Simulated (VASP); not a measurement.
# HfSi (Pnma) in VASP: single point with r2SCAN

Aim: the single point of HfSi with r2SCAN.

Everything below comes from runs of VASP 6.6.1. Logs are shortened: lines on timing, memory, paths and dates and some standing lists are left out, and cuts for length are marked.

### 1 The cell of the first run

Symmetry: Pnma, No. 62, orthorhombic system. The conventional cell has a = 6.966 Å, b = 3.719 Å, c = 5.225 Å, α = 90.00°, β = 90.00°, γ = 90.00°. Hf (site symmetry m) has 7 Si at 2.70 to 2.91 Å and 10 Hf at 3.34 to 3.72 Å within 3.8 Å. Within 3.2 Å of Si (site symmetry m) lie 2 Si at 2.43 Å and 7 Hf at 2.70 to 2.91 Å.

### 2 Single point, r2SCAN (strain +0.0150 x Voigt [1, -1, 0, 0, 0, 0])

POSCAR

```
HfSi
1.0
    6.9657870578      0.0000000000      0.0000000000
    0.0000000000      3.7185301570      0.0000000000
    0.0000000000      0.0000000000      5.2250393614
Hf Si
4 4
Direct
    0.1756138749      0.2500000000      0.1261301678
    0.3243861251      0.7500000000      0.6261301678
    0.6756138749      0.2500000000      0.3738698322
    0.8243861251      0.7500000000      0.8738698322
    0.0428633008      0.2500000000      0.6390606762
    0.4571366992      0.7500000000      0.1390606762
    0.5428633008      0.2500000000      0.8609393238
    0.9571366992      0.7500000000      0.3609393238
```

INCAR.step1

```
SYSTEM = HfSi
ALGO = Normal
EDIFF = 1E-4
ENCUT = 520
GGA = PE
ISMEAR = 0
LASPH = .True.
LCHARG = .False.
LREAL = .False.
LWAVE = .True.
NBANDS = 38
NELM = 80
PREC = Accurate
SIGMA = 0.15
```

INCAR.step2

```
SYSTEM = HfSi
ALGO = Normal
EDIFF = 1E-7
ENCUT = 520
ISIF = 2
ISMEAR = 0
ISTART = 1
LASPH = .True.
LCHARG = .False.
LMIXTAU = .True.
LREAL = .False.
LWAVE = .False.
METAGGA = R2SCAN
NBANDS = 38
NELM = 80
PREC = Accurate
SIGMA = 0.15
```

KPOINTS

```
k-points
0
Gamma
  6 10 8
  0 0 0
```

Potentials or basis: VASP PAW PBE potentials, release 64 (Hf_pv, Si).

On the command line:

```bash
$ cat potpaw_PBE.64/Hf_pv/POTCAR potpaw_PBE.64/Si/POTCAR > POTCAR
$ cp INCAR.step1 INCAR
$ mpirun -np 1 vasp_std > vasp.out
$ cp INCAR.step2 INCAR
$ mpirun -np 1 vasp_std > vasp.out
```

OUTCAR:

```text
SYSTEM = HfSi
   EDIFF = 1E-7
   ENCUT = 520
   ISIF = 2
   ISMEAR = 0
   ISTART = 1
   LASPH = .True.
   LREAL = .False.
   METAGGA = R2SCAN
   NELM = 80
   PREC = Accurate

 ion  position               nearest neighbor table
   1  0.176  0.250  0.126-   8 2.70   8 2.70   6 2.70   6 2.70   5 2.71   5 2.84   7 2.91   4 3.34
                             4 3.34   2 3.37   2 3.37   2 3.37   2 3.37   3 3.72   3 3.72
   2  0.324  0.750  0.626-   7 2.70   7 2.70   5 2.70   5 2.70   6 2.71   6 2.84   8 2.91   3 3.34
                             3 3.34   1 3.37   1 3.37   1 3.37   1 3.37   4 3.72   4 3.72
   3  0.676  0.250  0.374-   6 2.70   6 2.70   8 2.70   8 2.70   7 2.71   7 2.84   5 2.91   2 3.34
                             2 3.34   4 3.37   4 3.37   4 3.37   4 3.37   1 3.72   1 3.72
   4  0.824  0.750  0.874-   5 2.70   5 2.70   7 2.70   7 2.70   8 2.71   8 2.84   6 2.91   1 3.34
                             1 3.34   3 3.37   3 3.37   3 3.37   3 3.37   2 3.72   2 3.72
   5  0.043  0.250  0.639-   8 2.43   8 2.43   4 2.70   4 2.70   2 2.70   2 2.70   1 2.71   1 2.84
                             3 2.91
   6  0.457  0.750  0.139-   7 2.43   7 2.43   3 2.70   3 2.70   1 2.70   1 2.70   2 2.71   2 2.84
                             4 2.91
   7  0.543  0.250  0.861-   6 2.43   6 2.43   2 2.70   2 2.70   4 2.70   4 2.70   3 2.71   3 2.84
                             1 2.91
   8  0.957  0.750  0.361-   5 2.43   5 2.43   1 2.70   1 2.70   3 2.70   3 2.70   4 2.71   4 2.84
                             2 2.91

  LATTYP: Found a simple orthorhombic cell.
 ALAT       =     3.7185301570
 B/A-ratio  =     1.4051356694
 C/A-ratio  =     1.8732635648

  Lattice vectors:

 A1 = (   0.0000000000,   3.7185301570,   0.0000000000)
 A2 = (   0.0000000000,   0.0000000000,   5.2250393614)
 A3 = (   6.9657870578,   0.0000000000,   0.0000000000)

Analysis of symmetry for initial positions (statically):
=====================================================================
 Subroutine PRICEL returns:
 Original cell was already a primitive cell.

 Routine SETGRP: Setting up the symmetry group for a
 simple orthorhombic supercell.

 Subroutine GETGRP returns: Found  8 space group operations
 (whereof  2 operations were pure point group operations)
 out of a pool of  8 trial point group operations.

The static configuration has the point symmetry S_2 .
 The point group associated with its full space group is D_2h.

Analysis of symmetry for dynamics (positions and initial velocities):
=====================================================================
 Subroutine PRICEL returns:
 Original cell was already a primitive cell.

 Routine SETGRP: Setting up the symmetry group for a
 simple orthorhombic supercell.

 Subroutine GETGRP returns: Found  8 space group operations
 (whereof  2 operations were pure point group operations)
 out of a pool of  8 trial point group operations.

The dynamic configuration has the point symmetry S_2 .
 The point group associated with its full space group is D_2h.

 Subroutine INISYM returns: Found  8 space group operations
 (whereof  2 operations are pure point group operations),
 and found     1 'primitive' translations

----------------------------------------------------------------------------------------

                                     Primitive cell

  volume of cell :     135.3415

  direct lattice vectors                    reciprocal lattice vectors
     6.965787058  0.000000000  0.000000000     0.143558796  0.000000000  0.000000000
     0.000000000  3.718530157  0.000000000     0.000000000  0.268923461  0.000000000
     0.000000000  0.000000000  5.225039361     0.000000000  0.000000000  0.191386118

  length of vectors
     6.965787058  3.718530157  5.225039361     0.143558796  0.268923461  0.191386118

  position of ions in fractional coordinates (direct lattice)
     0.175613875  0.250000000  0.126130168
     0.324386125  0.750000000  0.626130168
     0.675613875  0.250000000  0.373869832
     0.824386125  0.750000000  0.873869832
     0.042863301  0.250000000  0.639060676
     0.457136699  0.750000000  0.139060676
     0.542863301  0.250000000  0.860939324
     0.957136699  0.750000000  0.360939324

  ion indices of the primitive-cell ions
   primitive index   ion index
                 1           1
                 2           2
                 3           3
                 4           4
                 5           5
                 6           6
                 7           7
                 8           8

----------------------------------------------------------------------------------------

 KPOINTS: k-points

Automatic generation of k-mesh.
 Grid dimensions read from file:
 generate k-points for:    6   10    8

 Generating k-lattice:

  Cartesian coordinates                     Fractional coordinates (reciprocal lattice)
     0.023926466  0.000000000  0.000000000     0.166666667  0.000000000  0.000000000
     0.000000000  0.026892346  0.000000000     0.000000000  0.100000000  0.000000000
     0.000000000  0.000000000  0.023923265     0.000000000  0.000000000  0.125000000

  Length of vectors
     0.023926466  0.026892346  0.023923265

  Shift w.r.t. Gamma in fractional coordinates (k-lattice)
     0.000000000  0.000000000  0.000000000

 Subroutine IBZKPT returns following result:
 ===========================================

 Found    120 irreducible k-points:

 Following reciprocal coordinates:
            Coordinates               Weight
  0.000000  0.000000  0.000000      1.000000
  0.166667  0.000000  0.000000      2.000000
  0.333333  0.000000  0.000000      2.000000
  0.500000  0.000000  0.000000      1.000000
  0.000000  0.100000  0.000000      2.000000
  0.166667  0.100000  0.000000      4.000000
[... 16 lines left out ...]
  0.333333  0.500000  0.000000      2.000000
  0.500000  0.500000  0.000000      1.000000
 [... further k-points ...]
   k-points           NKPTS =    120   k-points in BZ     NKDIM =    120   number of bands    NBANDS=     38
   number of dos      NEDOS =    301   number of ions     NIONS =      8
   total plane-waves  NPLWV =  60480
   dimension x,y,z NGX =    54 NGY =   28 NGZ =   40
   dimension x,y,z NGXF=   108 NGYF=   56 NGZF=   80
   ions per type =               4   4
   NGX,Y,Z   is equivalent  to a cutoff of  12.89, 12.52, 12.73 a.u.
   NGXF,Y,Z  is equivalent  to a cutoff of  25.78, 25.04, 25.45 a.u.
 SYSTEM =  HfSi
   PREC   = accura    normal or accurate (medium, high low for compatibility)
   ISTART =      1    job   : 0-new  1-cont  2-samecut
   ICHARG =      0    charge: 1-file 2-atom 10-const
   ISPIN  =      1    spin polarized calculation?
   LNONCOLLINEAR =      F non collinear calculations
   LSORBIT =      F    spin-orbit coupling
   LASPH  =      T    aspherical Exc in radial PAW
   ENCUT  =  520.0 eV  38.22 Ry    6.18 a.u.  12.95  6.91  9.72*2*pi/ulx,y,z
   NELM   =     80;   NELMIN=  2; NELMDL=  0     # of ELM steps
   EDIFF  = 0.1E-06   stopping-criterion for ELM
   LREAL  =      F    real-space projection
   EDIFFG = 0.1E-05   stopping-criterion for IOM
   NSW    =      0    number of steps for IOM
   IBRION =     -1    ionic relax: 0-MD 1-quasi-New 2-CG
   NFREE  =      0    steps in history (QN), initial steepest desc. (CG)
   ISIF   =      2    stress and relaxation
   ISYM   =      2    0-nonsym 1-usesym 2-fastsym
   POTIM  = 0.5000    time-step for ionic-motion
   TEBEG  =    0.0;   TEEND  =   0.0 temperature during run
   PSTRESS=    0.0 pullay stress
   NELECT =      56.0000    total number of electrons
   NUPDOWN=      -1.0000    fix difference up-down
   EMIN   =  10.00;   EMAX   =-10.00  energy-range for DOS
   EFERMI =   0.00;   METHOD = LEGACY
   ISMEAR =     0;   SIGMA  =   0.15  broadening in eV -4-tet -1-fermi 0-gaus
   EFERMI_NEDOS =   21; number of points for ismear=-14 and -15
   IALGO  =     38    algorithm
   IMIX   =      4    mixing-type and parameters
     AMIX     =   0.40;   BMIX     =  1.00
     AMIX_MAG =   1.60;   BMIX_MAG =  1.00
  volume/ion in A,a.u.               =      16.92       114.17
  Fermi-wavevector in a.u.,A,eV,Ry     =   1.219908  2.305292 20.247864  1.488176
  Thomas-Fermi vector in A             =   2.355144
   LORBIT       =      0    0 simple, 1 ext, 2 COOP (PROOUT), +10 PAW based schemes
   METAGGA = R2SCAN    functional components
   LHFCALC =     F    Hartree Fock is set to
   AEXX    =    0.0000 exact exchange contribution
   IVDW    =     0    specifies the selected vdW correction
   LEPSILON=     F    determine dielectric tensor
   LRPA    =     F    only Hartree local field effects (RPA)
 non-spin polarized calculation
 Gauss-broadening in eV      SIGMA  =   0.15
  energy-cutoff  :      520.00
  volume of cell :      135.34
 maximum number of plane-waves:      3678
 NGX is ok and might be reduce to    54
   NGX = 25   NGY = 13   NGZ = 19

 number of electron      56.0000002 magnetization

 Free energy of the ion-electron system (eV)
  ---------------------------------------------------
  ext. energy  EPLUGINS =         0.00000000
  ---------------------------------------------------
  free energy    TOTEN  =      -222.52518069 eV

  energy without entropy =     -222.50408296  energy(sigma->0) =     -222.51463183

 E-fermi :   7.5998     XC(G=0): -12.4180

 val. band max:        7.5927077415   @ k =   0.0000   0.5000   0.3750
 cond. band min:       7.6109603687   @ k =   0.1667   0.2000   0.3750
 fundamental gap:      0.0182526272
 Fermi energy:         7.5997704081

 k-point     1 :       0.0000    0.0000    0.0000
  band No.  band energies     occupation
      1     -24.3446      2.00000
      2     -24.3436      2.00000
      3     -24.3018      2.00000
      4     -24.2181      2.00000
      5     -24.2116      2.00000
      6     -24.2026      2.00000
[... 30 lines left out ...]
     37      11.0206      0.00000
     38      11.5076      0.00000

 k-point     2 :       0.1667    0.0000    0.0000
  band No.  band energies     occupation
      1     -24.3464      2.00000
      2     -24.3407      2.00000
      3     -24.3055      2.00000
      4     -24.2181      2.00000
      5     -24.2009      2.00000
      6     -24.1990      2.00000
[... 30 lines left out ...]
     37      10.9173      0.00000
     38      11.0886      0.00000
[... 859 lines left out ...]
     37      11.5591      0.00000
     38      11.5591      0.00000

 k-point    24 :       0.5000    0.5000    0.0000
  band No.  band energies     occupation
      1     -24.2801      2.00000
      2     -24.2801      2.00000
      3     -24.2801      2.00000
      4     -24.2801      2.00000
      5     -24.2027      2.00000
      6     -24.2027      2.00000
[... 30 lines left out ...]
     37      11.7135      0.00000
     38      11.7135      0.00000

 [... further k-points ...]
[... 5 lines left out ...]
  --------------------------------------------------------------------------------------
  -------------------------------------------------------------------------------------
  Total       -2.0061102      1.6644021     -0.2832626      0.0000000     -0.0000000      0.0000000
  in kB      -23.7483972     19.7032458     -3.3532714      0.0000000     -0.0000000      0.0000000
  external PRESSURE =      -2.4661409 kB  Pullay stress =       0.0000000 kB

 VOLUME and BASIS-vectors are now :
 -----------------------------------------------------------------------------
  energy-cutoff  :      520.00
  volume of cell :      135.34
      direct lattice vectors                 reciprocal lattice vectors
     6.965787058  0.000000000  0.000000000     0.143558796  0.000000000  0.000000000
     0.000000000  3.718530157  0.000000000     0.000000000  0.268923461  0.000000000
     0.000000000  0.000000000  5.225039361     0.000000000  0.000000000  0.191386118

 POSITION                                       TOTAL-FORCE (eV/Angst)
 -----------------------------------------------------------------------------------
      1.22329      0.92963      0.65904         0.054729     -0.000000     -0.113755
      2.25960      2.78890      3.27155        -0.054729     -0.000000     -0.113755
      4.70618      0.92963      1.95348         0.054729     -0.000000      0.113755
      5.74250      2.78890      4.56600        -0.054729     -0.000000      0.113755
      0.29858      0.92963      3.33912         0.049852      0.000000      0.055380
      3.18432      2.78890      0.72660        -0.049852     -0.000000      0.055380
      3.78147      0.92963      4.49844         0.049852     -0.000000     -0.055380
      6.66721      2.78890      1.88592        -0.049852     -0.000000     -0.055380
 -----------------------------------------------------------------------------------
    total drift:                                0.000000      0.000000      0.000000

  FREE ENERGIE OF THE ION-ELECTRON SYSTEM (eV)
  ---------------------------------------------------
  free  energy   TOTEN  =      -222.5251806950 eV

  energy  without entropy=     -222.5040829589  energy(sigma->0) =     -222.51463183
```

It took 49 min on 1 thread of Oxide Virtual Turin-like, shared host; peak memory 0.55 GiB.

What came out:

* Free energy: -222.5252 eV
* Pressure: -0.2 GPa
* Largest force: 0.126 eV/Å
* Band gap on the k mesh: zero (bands 28 and 29 overlap by 0.26 eV)

Forces in eV/Å, atoms in the order of the input:
```
Hf   0.055  0.000 -0.114
Hf  -0.055  0.000 -0.114
Hf   0.055  0.000  0.114
Hf  -0.055  0.000  0.114
Si   0.050  0.000  0.055
Si  -0.050  0.000  0.055
Si   0.050  0.000 -0.055
Si  -0.050  0.000 -0.055
```

Stress tensor (GPa, compression positive):
```
-2.37  0.00  0.00
 0.00  1.97  0.00
 0.00  0.00 -0.34
```

Caveat: the cell differs from its parent crystal (strain +0.0150 x Voigt [1, -1, 0, 0, 0, 0]); the PAW data sets were made with another functional, which shifts forces and pressure a little; spin-orbit coupling is left out, which moves the levels of the heavy elements.
